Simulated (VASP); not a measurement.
# MgI2 (P-3m1) in VASP: further runs

The runs below take MgI2 through single point, with PBE, LDA.

All numbers are computed with VASP 6.6.1; they aren't measurements. Logs are shortened: lines on timing, memory, paths and dates and some standing lists are left out, and cuts for length are marked.

## 1. The cell of the first run

The structure is trigonal, space group P-3m1 (No. 164). The conventional cell has a = 4.157 Å, b = 4.157 Å, c = 6.876 Å, α = 90.00°, β = 90.00°, γ = 120.00°. Within 3.8 Å of Mg (site symmetry -3m) lie 6 I at 2.92 Å. I (site symmetry 3m) has 3 Mg at 2.92 Å within 3.8 Å.

## 2. Single point, PBE

File INCAR:

```
PREC = Accurate
ENCUT = 520
EDIFF = 1E-7
ISMEAR = 0
SIGMA = 0.01
LREAL = False
LASPH = True
NELM = 60
ALGO = Normal
ISIF = 2
LWAVE = False
LCHARG = True
GGA = PE
LELF = True
LVHAR = True
NBANDS = 15
```

File KPOINTS:

```
Automatic mesh
0
Gamma
  6 6 4
```

File POSCAR:

```
MgI2
1.0
    4.1566377955      0.0000000000      0.0000000000
   -2.0783188977      3.5997539252      0.0000000000
    0.0000000000      0.0000000000      6.8756120274
Mg I
1 2
Direct
    0.0000000000      0.0000000000      0.0000000000
    0.3333333333      0.6666666667      0.2425739793
    0.6666666667      0.3333333333      0.7574260207
```

Potentials or basis: VASP PAW PBE potentials, release 64 (Mg, I).

Launch:

```console
$ cat potpaw_PBE.64/Mg/POTCAR potpaw_PBE.64/I/POTCAR > POTCAR
$ mpirun -np 1 vasp_std > vasp.out
```

OUTCAR:

```text
PREC = Accurate
   ENCUT = 520
   EDIFF = 1E-7
   ISMEAR = 0
   LREAL = False
   LASPH = True
   NELM = 60
   ISIF = 2
   GGA = PE

 ion  position               nearest neighbor table
   1  0.000  0.000  0.000-   2 2.92   3 2.92   2 2.92   3 2.92   3 2.92   2 2.92
   2  0.333  0.667  0.243-   1 2.92   1 2.92   1 2.92
   3  0.667  0.333  0.757-   1 2.92   1 2.92   1 2.92

  LATTYP: Found a hexagonal cell.
 ALAT       =     4.1566377955
 C/A-ratio  =     1.6541282560

  Lattice vectors:

 A1 = (   4.1566377955,   0.0000000000,   0.0000000000)
 A2 = (  -2.0783188977,   3.5997539252,   0.0000000000)
 A3 = (   0.0000000000,   0.0000000000,   6.8756120274)

Analysis of symmetry for initial positions (statically):
=====================================================================
 Subroutine PRICEL returns:
 Original cell was already a primitive cell.

 Routine SETGRP: Setting up the symmetry group for a
 hexagonal supercell.

 Subroutine GETGRP returns: Found 12 space group operations
 (whereof 12 operations were pure point group operations)
 out of a pool of 24 trial point group operations.

The static configuration has the point symmetry D_3d.

Analysis of symmetry for dynamics (positions and initial velocities):
=====================================================================
 Subroutine PRICEL returns:
 Original cell was already a primitive cell.

 Routine SETGRP: Setting up the symmetry group for a
 hexagonal supercell.

 Subroutine GETGRP returns: Found 12 space group operations
 (whereof 12 operations were pure point group operations)
 out of a pool of 24 trial point group operations.

The dynamic configuration has the point symmetry D_3d.

 Subroutine INISYM returns: Found 12 space group operations
 (whereof 12 operations are pure point group operations),
 and found     1 'primitive' translations

----------------------------------------------------------------------------------------

                                     Primitive cell

  volume of cell :     102.8789

  direct lattice vectors                    reciprocal lattice vectors
     4.156637796  0.000000000  0.000000000     0.240579057  0.138898383  0.000000000
    -2.078318898  3.599753925  0.000000000     0.000000000  0.277796766  0.000000000
     0.000000000  0.000000000  6.875612027     0.000000000  0.000000000  0.145441598

  length of vectors
[... 92 lines left out ...]
   TEBEG  =    0.0;   TEEND  =   0.0 temperature during run
   PSTRESS=    0.0 pullay stress
   NELECT =      16.0000    total number of electrons
   NUPDOWN=      -1.0000    fix difference up-down
   EMIN   =  10.00;   EMAX   =-10.00  energy-range for DOS
   EFERMI =   0.00;   METHOD = LEGACY
   ISMEAR =     0;   SIGMA  =   0.01  broadening in eV -4-tet -1-fermi 0-gaus
   EFERMI_NEDOS =   21; number of points for ismear=-14 and -15
   IALGO  =     38    algorithm
   IMIX   =      4    mixing-type and parameters
     AMIX     =   0.40;   BMIX     =  1.00
     AMIX_MAG =   1.60;   BMIX_MAG =  1.00
  volume/ion in A,a.u.               =      34.29       231.42
  Fermi-wavevector in a.u.,A,eV,Ry     =   0.880385  1.663687 10.545576  0.775078
  Thomas-Fermi vector in A             =   2.000738
   LORBIT       =      0    0 simple, 1 ext, 2 COOP (PROOUT), +10 PAW based schemes
   GGA     = PE    functional components
   LHFCALC =     F    Hartree Fock is set to
   AEXX    =    0.0000 exact exchange contribution
   IVDW    =     0    specifies the selected vdW correction
   LEPSILON=     F    determine dielectric tensor
   LRPA    =     F    only Hartree local field effects (RPA)
 non-spin polarized calculation
 Gauss-broadening in eV      SIGMA  =   0.01
  energy-cutoff  :      520.00
  volume of cell :      102.88
 maximum number of plane-waves:      2802
 NGX is ok and might be reduce to    32
   NGX = 15   NGY = 15   NGZ = 25

 number of electron      16.0000001 magnetization

 Free energy of the ion-electron system (eV)
  ---------------------------------------------------
  ext. energy  EPLUGINS =         0.00000000
  ---------------------------------------------------
  free energy    TOTEN  =        -7.69819344 eV

  energy without entropy =       -7.69819344  energy(sigma->0) =       -7.69819344

 E-fermi :   2.3773     XC(G=0):  -8.2002

 val. band max:        2.2888501578   @ k =   0.0000   0.0000   0.0000
 cond. band min:       5.7986135273   @ k =   0.5000   0.0000   0.2500
 fundamental gap:      3.5097633695
 Fermi energy:         2.3773321018

 k-point     1 :       0.0000    0.0000    0.0000
  band No.  band energies     occupation
      1      -9.7834      2.00000
      2      -9.0767      2.00000
      3      -1.2448      2.00000
      4       1.8283      2.00000
      5       1.8283      2.00000
      6       2.2075      2.00000
      7       2.2075      2.00000
      8       2.2889      2.00000
      9       5.9674      0.00000
     10       7.0500      0.00000
     11       8.9682      0.00000
     12       8.9682      0.00000
     13       9.7571      0.00000
     14      10.4283      0.00000
[... 401 lines left out ...]
      2      -8.9028      2.00000
      3      -0.8797      2.00000
      4      -0.4755      2.00000
      5      -0.4755      2.00000
      6       0.0772      2.00000
      7       1.7389      2.00000
      8       1.7389      2.00000
      9       7.0774      0.00000
     10       8.0508      0.00000
     11       8.0508      0.00000
     12       9.6246      0.00000
     13      10.5894      0.00000
     14      10.8564      0.00000
     15      11.0865      0.00000

------------------------ aborting loop because EDIFF is reached ----------------------------------------

  FORCE on cell =-STRESS in cart. coord.  units (eV):
  Direction    XX          YY          ZZ          XY          YZ          ZX
  --------------------------------------------------------------------------------------
  -------------------------------------------------------------------------------------
  Total        0.6506753      0.6506753      0.7838824      0.0000000      0.0000000      0.0000000
  in kB       10.1332447     10.1332447     12.2077357      0.0000000      0.0000000      0.0000000
  external PRESSURE =      10.8247417 kB  Pullay stress =       0.0000000 kB

 VOLUME and BASIS-vectors are now :
 -----------------------------------------------------------------------------
  energy-cutoff  :      520.00
  volume of cell :      102.88
      direct lattice vectors                 reciprocal lattice vectors
     4.156637796  0.000000000  0.000000000     0.240579057  0.138898383  0.000000000
    -2.078318898  3.599753925  0.000000000     0.000000000  0.277796766  0.000000000
     0.000000000  0.000000000  6.875612027     0.000000000  0.000000000  0.145441598

 POSITION                                       TOTAL-FORCE (eV/Angst)
 -----------------------------------------------------------------------------------
      0.00000      0.00000      0.00000        -0.000000      0.000000      0.000000
     -0.00000      2.39984      1.66784         0.000000      0.000000      0.000710
      2.07832      1.19992      5.20777        -0.000000     -0.000000     -0.000710
 -----------------------------------------------------------------------------------
    total drift:                               -0.000000      0.000000     -0.000000

  FREE ENERGIE OF THE ION-ELECTRON SYSTEM (eV)
  ---------------------------------------------------
  free  energy   TOTEN  =        -7.6981934423 eV

  energy  without entropy=       -7.6981934423  energy(sigma->0) =       -7.69819344
```

OSZICAR:

```text
N       E                     dE             d eps       ncg     rms          rms(c)
DAV:   1     0.771302963313E+02    0.77130E+02   -0.58271E+03   720   0.842E+02
DAV:   2    -0.174244414700E+01   -0.78873E+02   -0.71887E+02   979   0.132E+02
DAV:   3    -0.773136090784E+01   -0.59889E+01   -0.59666E+01   944   0.418E+01
DAV:   4    -0.784886033781E+01   -0.11750E+00   -0.11749E+00  1037   0.690E+00
DAV:   5    -0.785010065455E+01   -0.12403E-02   -0.12403E-02   994   0.644E-01    0.401E+00
DAV:   6    -0.772365186093E+01    0.12645E+00   -0.11128E-01   818   0.170E+00    0.273E+00
DAV:   7    -0.769978968514E+01    0.23862E-01   -0.11978E-01   874   0.173E+00    0.743E-01
DAV:   8    -0.769805335210E+01    0.17363E-02   -0.76565E-03   811   0.499E-01    0.265E-01
DAV:   9    -0.769820140630E+01   -0.14805E-03   -0.10147E-03   986   0.190E-01    0.978E-02
DAV:  10    -0.769818674257E+01    0.14664E-04   -0.36789E-05   916   0.422E-02    0.364E-02
DAV:  11    -0.769819241469E+01   -0.56721E-05   -0.13896E-05   923   0.232E-02    0.217E-02
DAV:  12    -0.769819301514E+01   -0.60045E-06   -0.59152E-07   965   0.452E-03    0.816E-03
DAV:  13    -0.769819317664E+01   -0.16150E-06   -0.36818E-08   661   0.125E-03    0.452E-03
DAV:  14    -0.769819349485E+01   -0.31821E-06   -0.30302E-07   860   0.346E-03    0.384E-03
DAV:  15    -0.769819344226E+01    0.52591E-07   -0.10690E-08   703   0.655E-04
   1 F= -.76981934E+01 E0= -.76981934E+01  d E =-.390761E-38
```

Run time: 74 s. Hardware: 1 thread of Intel Xeon 8259CL, shared host; peak memory 0.2 GiB.

Results:

```yaml
Free_energy: -7.6982 eV
Pressure: 1.1 GPa
Band_gap_on_the_k_mesh: 3.51 eV (least direct gap 3.68 eV)
```

Caveat: spin-orbit coupling is left out, which moves the levels of the heavy elements; this functional lacks dispersion, which binds the layers, so the pressure and a relaxed spacing across them are unreliable.

## 3. Single point, LDA

File INCAR:

```
ALGO     = Normal         # electronic algorithm
EDIFF    = 1E-6           # SCF threshold, eV
ENCUT    = 520            # plane-wave cutoff, eV
GGA      = CA             # functional
ISIF     = 2              # what is computed and relaxed
ISMEAR   = 0              # smearing method
LASPH    = True           # aspherical terms in the spheres
LCHARG   = False          # write CHGCAR
LREAL    = False          # projectors in reciprocal space
LWAVE    = False          # write WAVECAR
NBANDS   = 15             # bands
NELM     = 100            # most SCF steps
PREC     = Accurate       # precision mode
SIGMA    = 0.01           # smearing width, eV
```

File KPOINTS:

```
k-points
0
Gamma
  6 6 4
```

POSCAR is that of step 2.

Potentials or basis: VASP PAW LDA potentials, release 64 (Mg, I).

Launch:

```console
$ cat potpaw_LDA.64/Mg/POTCAR potpaw_LDA.64/I/POTCAR > POTCAR
$ mpirun -np 1 vasp_std > vasp.out
```

OUTCAR:

```text
EDIFF = 1E-6
   ENCUT = 520
   GGA = CA
   ISIF = 2
   ISMEAR = 0
   LASPH = True
   LREAL = False
   NELM = 100
   PREC = Accurate

 ion  position               nearest neighbor table
   1  0.000  0.000  0.000-   2 2.92   3 2.92   2 2.92   3 2.92   3 2.92   2 2.92
   2  0.333  0.667  0.243-   1 2.92   1 2.92   1 2.92
   3  0.667  0.333  0.757-   1 2.92   1 2.92   1 2.92

  LATTYP: Found a hexagonal cell.
[... 624 lines left out ...]
------------------------ aborting loop because EDIFF is reached ----------------------------------------

  FORCE on cell =-STRESS in cart. coord.  units (eV):
  Direction    XX          YY          ZZ          XY          YZ          ZX
  --------------------------------------------------------------------------------------
  -------------------------------------------------------------------------------------
  Total       -1.0932916     -1.0932916     -0.9187629     -0.0000000      0.0000000     -0.0000000
  in kB      -17.0262988    -17.0262988    -14.3082874     -0.0000000      0.0000000     -0.0000000
  external PRESSURE =     -16.1202950 kB  Pullay stress =       0.0000000 kB

 VOLUME and BASIS-vectors are now :
 -----------------------------------------------------------------------------
  energy-cutoff  :      520.00
  volume of cell :      102.88
      direct lattice vectors                 reciprocal lattice vectors
     4.156637796  0.000000000  0.000000000     0.240579057  0.138898383  0.000000000
    -2.078318898  3.599753925  0.000000000     0.000000000  0.277796766  0.000000000
     0.000000000  0.000000000  6.875612027     0.000000000  0.000000000  0.145441598

 POSITION                                       TOTAL-FORCE (eV/Angst)
 -----------------------------------------------------------------------------------
      0.00000      0.00000      0.00000         0.000000      0.000000      0.000000
     -0.00000      2.39984      1.66784        -0.000000     -0.000000     -0.164011
      2.07832      1.19992      5.20777        -0.000000      0.000000      0.164011
 -----------------------------------------------------------------------------------
    total drift:                               -0.000000      0.000000     -0.000000

  FREE ENERGIE OF THE ION-ELECTRON SYSTEM (eV)
  ---------------------------------------------------
  free  energy   TOTEN  =        -9.0652812244 eV

  energy  without entropy=       -9.0652812244  energy(sigma->0) =       -9.06528122
```

stdout:

```text
POSCAR found type information on POSCAR MgI
 POSCAR found :  2 types and       3 ions
 scaLAPACK will be used
 LDA part: xc-table for (Slater(with rela. corr.)+CA(PZ))
 , standard interpolation
 POSCAR, INCAR and KPOINTS ok, starting setup
 FFT: planning ... GRIDC
 FFT: planning ... GRID_SOFT
 FFT: planning ... GRID
 WAVECAR not read
 entering main loop
```

Run time: 55 s. Hardware: 1 thread of Intel Xeon 8259CL, shared host; peak memory 0.17 GiB.

Results:

* Free energy: -9.0653 eV
* Pressure: -1.6 GPa
* Largest force: 0.164 eV/Å
* Band gap on the k mesh: 3.35 eV (least direct gap 3.42 eV)

Forces on the atoms (eV/Å):
```
Mg   0.000  0.000  0.000
I    0.000  0.000 -0.164
I    0.000  0.000  0.164
```

Levels at points of the mesh, in eV from the valence-band top:
```
           k point  band 6  band 7  band 8  band 9  band 10  band 11
(0.00, 0.00, 0.00)   -0.08   -0.08    0.00    3.42     4.59     6.57
(0.50, 0.00, 0.00)   -1.41   -0.94   -0.47    3.47     5.14     5.36
(0.00, 0.00, 0.50)   -0.36   -0.19   -0.19    4.44     4.66     6.39
(0.50, 0.00, 0.50)   -1.14   -0.82   -0.71    3.36     5.01     5.57
```

Caveat: spin-orbit coupling is left out, which moves the levels of the heavy elements. As with any semilocal functional, this LDA gap is likely too small.
